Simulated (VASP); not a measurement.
# TePb (Pm-3m) in VASP: notebook

The runs below take TePb through single point, with r2SCAN.

Program: VASP 6.6.1. These are calculated values, not measurements. Logs are shortened: lines on timing, memory, paths and dates and some standing lists are left out, and cuts for length are marked.

## 1. The cell of the first run

Symmetry: Pm-3m, No. 221, cubic system. The conventional cell has a = 3.825 Å, b = 3.825 Å, c = 3.825 Å, α = 90.00°, β = 90.00°, γ = 90.00°. Te (site symmetry m-3m) has 8 Pb at 3.31 Å and 6 Te at 3.83 Å within 4.4 Å. Within 4.4 Å of Pb (site symmetry m-3m) lie 8 Te at 3.31 Å and 6 Pb at 3.83 Å.

## 2. Single point, r2SCAN (volume scaled by 0.880)

POSCAR

```
TePb
1.0
    3.8250931106      0.0000000000      0.0000000000
    0.0000000000      3.8250931106      0.0000000000
    0.0000000000      0.0000000000      3.8250931106
Te Pb
1 1
Direct
    0.5000000000      0.5000000000      0.5000000000
    0.0000000000      0.0000000000      0.0000000000
```

INCAR.step1

```
ALGO = Normal ; EDIFF = 1E-4
ENCUT = 520 ; GGA = PE
ISMEAR = 0 ; LASPH = T
LCHARG = F ; LREAL = F
LWAVE = T ; NBANDS = 17
NELM = 80 ; PREC = Accurate
SIGMA = 0.05
```

INCAR.step2

```
ALGO = Normal ; EDIFF = 1E-6
ENCUT = 520 ; ISIF = 2
ISMEAR = 0 ; ISTART = 1
LASPH = T ; LCHARG = F
LMIXTAU = T ; LREAL = F
LWAVE = F ; METAGGA = R2SCAN
NBANDS = 17 ; NELM = 80
PREC = Accurate ; SIGMA = 0.05
```

KPOINTS

```
k-points
0
Gamma
  10 10 10
```

Potentials or basis: VASP PAW PBE potentials, release 64 (Te, Pb_d).

The run is started by

```
cat potpaw_PBE.64/Te/POTCAR potpaw_PBE.64/Pb_d/POTCAR > POTCAR
cp INCAR.step1 INCAR
mpirun -np 1 vasp_std > vasp.out
cp INCAR.step2 INCAR
mpirun -np 1 vasp_std > vasp.out
```

OUTCAR:

```text
EDIFF = 1E-6
   ENCUT = 520
   ISIF = 2
   ISMEAR = 0
   ISTART = 1
   LASPH = T
   LREAL = F
   METAGGA = R2SCAN
   NELM = 80
   PREC = Accurate

 ion  position               nearest neighbor table
   1  0.500  0.500  0.500-   2 3.31   2 3.31   2 3.31   2 3.31   2 3.31   2 3.31   2 3.31   2 3.31

   2  0.000  0.000  0.000-   1 3.31   1 3.31   1 3.31   1 3.31   1 3.31   1 3.31   1 3.31   1 3.31

  LATTYP: Found a simple cubic cell.
 ALAT       =     3.8250931106

  Lattice vectors:

 A1 = (   3.8250931106,   0.0000000000,   0.0000000000)
 A2 = (   0.0000000000,   3.8250931106,   0.0000000000)
 A3 = (   0.0000000000,   0.0000000000,   3.8250931106)

Analysis of symmetry for initial positions (statically):
=====================================================================
 Subroutine PRICEL returns:
 Original cell was already a primitive cell.

 Routine SETGRP: Setting up the symmetry group for a
 simple cubic supercell.

 Subroutine GETGRP returns: Found 48 space group operations
 (whereof 48 operations were pure point group operations)
 out of a pool of 48 trial point group operations.

The static configuration has the point symmetry O_h .

Analysis of symmetry for dynamics (positions and initial velocities):
=====================================================================
 Subroutine PRICEL returns:
 Original cell was already a primitive cell.

 Routine SETGRP: Setting up the symmetry group for a
 simple cubic supercell.

 Subroutine GETGRP returns: Found 48 space group operations
 (whereof 48 operations were pure point group operations)
 out of a pool of 48 trial point group operations.

The dynamic configuration has the point symmetry O_h .

 Subroutine INISYM returns: Found 48 space group operations
 (whereof 48 operations are pure point group operations),
 and found     1 'primitive' translations

----------------------------------------------------------------------------------------

                                     Primitive cell

  volume of cell :      55.9662

  direct lattice vectors                    reciprocal lattice vectors
     3.825093111  0.000000000  0.000000000     0.261431545  0.000000000  0.000000000
     0.000000000  3.825093111  0.000000000     0.000000000  0.261431545  0.000000000
     0.000000000  0.000000000  3.825093111     0.000000000  0.000000000  0.261431545

  length of vectors
[... 80 lines left out ...]
   ENCUT  =  520.0 eV  38.22 Ry    6.18 a.u.   7.11  7.11  7.11*2*pi/ulx,y,z
   NELM   =     80;   NELMIN=  2; NELMDL=  0     # of ELM steps
   EDIFF  = 0.1E-05   stopping-criterion for ELM
   LREAL  =      F    real-space projection
   EDIFFG = 0.1E-04   stopping-criterion for IOM
   NSW    =      0    number of steps for IOM
   IBRION =     -1    ionic relax: 0-MD 1-quasi-New 2-CG
   NFREE  =      0    steps in history (QN), initial steepest desc. (CG)
   ISIF   =      2    stress and relaxation
   ISYM   =      2    0-nonsym 1-usesym 2-fastsym
   POTIM  = 0.5000    time-step for ionic-motion
   TEBEG  =    0.0;   TEEND  =   0.0 temperature during run
   PSTRESS=    0.0 pullay stress
   NELECT =      20.0000    total number of electrons
   NUPDOWN=      -1.0000    fix difference up-down
   EMIN   =  10.00;   EMAX   =-10.00  energy-range for DOS
   EFERMI =   0.00;   METHOD = LEGACY
   ISMEAR =     0;   SIGMA  =   0.05  broadening in eV -4-tet -1-fermi 0-gaus
   EFERMI_NEDOS =   21; number of points for ismear=-14 and -15
   IALGO  =     38    algorithm
   IMIX   =      4    mixing-type and parameters
     AMIX     =   0.40;   BMIX     =  1.00
     AMIX_MAG =   1.60;   BMIX_MAG =  1.00
  volume/ion in A,a.u.               =      27.98       188.84
  Fermi-wavevector in a.u.,A,eV,Ry     =   1.161741  2.195373 18.363010  1.349643
  Thomas-Fermi vector in A             =   2.298310
   LORBIT       =      0    0 simple, 1 ext, 2 COOP (PROOUT), +10 PAW based schemes
   METAGGA = R2SCAN    functional components
   LHFCALC =     F    Hartree Fock is set to
   AEXX    =    0.0000 exact exchange contribution
   IVDW    =     0    specifies the selected vdW correction
   LEPSILON=     F    determine dielectric tensor
   LRPA    =     F    only Hartree local field effects (RPA)
 non-spin polarized calculation
 Gauss-broadening in eV      SIGMA  =   0.05
  energy-cutoff  :      520.00
  volume of cell :       55.97
 maximum number of plane-waves:      1520
   NGX = 15   NGY = 15   NGZ = 15

 number of electron      19.9999992 magnetization

 Free energy of the ion-electron system (eV)
  ---------------------------------------------------
  ext. energy  EPLUGINS =         0.00000000
  ---------------------------------------------------
  free energy    TOTEN  =       -82.00339084 eV

  energy without entropy =      -82.00130823  energy(sigma->0) =      -82.00234954

 E-fermi :   7.8418     XC(G=0): -10.8787

 val. band max:        7.8340968740   @ k =   0.5000   0.2000   0.0000
 cond. band min:       7.8597469435   @ k =   0.4000   0.4000   0.3000
 fundamental gap:      0.0256500695
 Fermi energy:         7.8418212934

 k-point     1 :       0.0000    0.0000    0.0000
  band No.  band energies     occupation
      1      -9.8980      2.00000
      2      -9.8980      2.00000
      3      -9.7694      2.00000
      4      -9.7694      2.00000
      5      -9.7694      2.00000
      6      -5.7015      2.00000
[... 457 lines left out ...]
      4      -9.8038      2.00000
      5      -9.7752      2.00000
      6      -4.6440      2.00000
[... 9 lines left out ...]
     16      17.7498      0.00000
     17      17.7650      0.00000

 [... further k-points ...]

------------------------ aborting loop because EDIFF is reached ----------------------------------------

  FORCE on cell =-STRESS in cart. coord.  units (eV):
  Direction    XX          YY          ZZ          XY          YZ          ZX
  --------------------------------------------------------------------------------------
  -------------------------------------------------------------------------------------
  Total        2.4363992      2.4363992      2.4363992      0.0000000     -0.0000000     -0.0000000
  in kB       69.7481983     69.7481983     69.7481983      0.0000000     -0.0000000     -0.0000000
  external PRESSURE =      69.7481983 kB  Pullay stress =       0.0000000 kB

 VOLUME and BASIS-vectors are now :
 -----------------------------------------------------------------------------
  energy-cutoff  :      520.00
  volume of cell :       55.97
      direct lattice vectors                 reciprocal lattice vectors
     3.825093111  0.000000000  0.000000000     0.261431545  0.000000000  0.000000000
     0.000000000  3.825093111  0.000000000     0.000000000  0.261431545  0.000000000
     0.000000000  0.000000000  3.825093111     0.000000000  0.000000000  0.261431545

 POSITION                                       TOTAL-FORCE (eV/Angst)
 -----------------------------------------------------------------------------------
      1.91255      1.91255      1.91255         0.000000      0.000000      0.000000
      0.00000      0.00000      0.00000         0.000000      0.000000      0.000000
 -----------------------------------------------------------------------------------
    total drift:                               -0.000000      0.000000     -0.000000

  FREE ENERGIE OF THE ION-ELECTRON SYSTEM (eV)
  ---------------------------------------------------
  free  energy   TOTEN  =       -82.0033908445 eV

  energy  without entropy=      -82.0013082299  energy(sigma->0) =      -82.00234954
```

It took 64 s on 1 thread of Intel Xeon 6975P-C (Granite Rapids), shared host; peak memory 0.2 GiB.

Results:

* Free energy: -82.0034 eV
* Pressure: 7.0 GPa
* Band gap on the k mesh: zero (band 10 reaches 8.13 eV, above the bottom of band 11 at 6.58 eV)

Levels at points of the mesh, in eV from the Fermi level:
```tsv
k point	band 8	band 9	band 10	band 11	band 12	band 13
(0.00, 0.00, 0.00)	-1.94	-1.94	-1.94	4.36	4.36	6.62
(0.50, 0.00, 0.00)	-0.38	-0.15	-0.15	0.84	2.69	2.69
(0.50, 0.50, 0.00)	-5.28	-5.28	0.29	4.25	4.57	4.57
(0.50, 0.50, 0.50)	-2.98	-2.98	-2.98	-1.26	-1.26	-1.26
```

Caveat: the PAW data sets were made with another functional, which shifts forces and pressure a little; spin-orbit coupling is left out, which moves the levels of the heavy elements.

## 3. Single point, r2SCAN (volume scaled by 0.920)

POSCAR

```
TePb
1.0
    3.8821924707      0.0000000000      0.0000000000
    0.0000000000      3.8821924707      0.0000000000
    0.0000000000      0.0000000000      3.8821924707
Te Pb
1 1
Direct
    0.5000000000      0.5000000000      0.5000000000
    0.0000000000      0.0000000000      0.0000000000
```

INCAR.step1

```
  PREC = Accurate
  ENCUT = 520
  ISMEAR = 0
  SIGMA = 0.05
  LREAL = False
  LASPH = True
  NELM = 100
  NBANDS = 17
  GGA = PE
  ALGO = Normal
  EDIFF = 1E-4
  LWAVE = True
  LCHARG = False
```

INCAR.step2

```
  PREC = Accurate
  ENCUT = 520
  EDIFF = 1E-7
  ISMEAR = 0
  SIGMA = 0.05
  LREAL = False
  LASPH = True
  NELM = 100
  ALGO = Normal
  ISIF = 2
  LWAVE = False
  LCHARG = False
  METAGGA = R2SCAN
  LMIXTAU = True
  NBANDS = 17
  ISTART = 1
```

KPOINTS

```
regular mesh
0
Gamma
  10 10 10
```

Potentials or basis: VASP PAW PBE potentials, release 64 (Te, Pb_d).

The run is started by

```
cat potpaw_PBE.64/Te/POTCAR potpaw_PBE.64/Pb_d/POTCAR > POTCAR
cp INCAR.step1 INCAR
mpirun -np 1 vasp_std > vasp.out
cp INCAR.step2 INCAR
mpirun -np 1 vasp_std > vasp.out
```

It took 90 s on 1 thread of Intel Xeon 6975P-C (Granite Rapids), shared host; peak memory 0.21 GiB.

The run converged. Its results:

| Property | Result |
| --- | --- |
| Free energy | -82.0918 eV |
| Pressure | 4.1 GPa |
| Band gap on the k mesh | zero (band 10 reaches 7.55 eV, above the bottom of band 11 at 6.17 eV) |

Levels at points of the mesh, in eV from the Fermi level:
```csv
k point,band 7,band 8,band 9,band 10,band 11,band 12,band 13,band 14
"(0.00, 0.00, 0.00)",-6.50,-1.82,-1.82,-1.82,4.43,4.43,6.27,6.27
"(0.50, 0.00, 0.00)",-9.66,-0.51,-0.15,-0.15,0.75,2.65,2.65,5.75
"(0.50, 0.50, 0.00)",-8.16,-5.00,-5.00,0.28,4.09,4.41,4.41,6.91
"(0.50, 0.50, 0.50)",-7.22,-2.82,-2.82,-2.82,-1.11,-1.11,-1.11,15.78
```

Caveat: the PAW data sets were made with another functional, which shifts forces and pressure a little; spin-orbit coupling is left out, which moves the levels of the heavy elements.
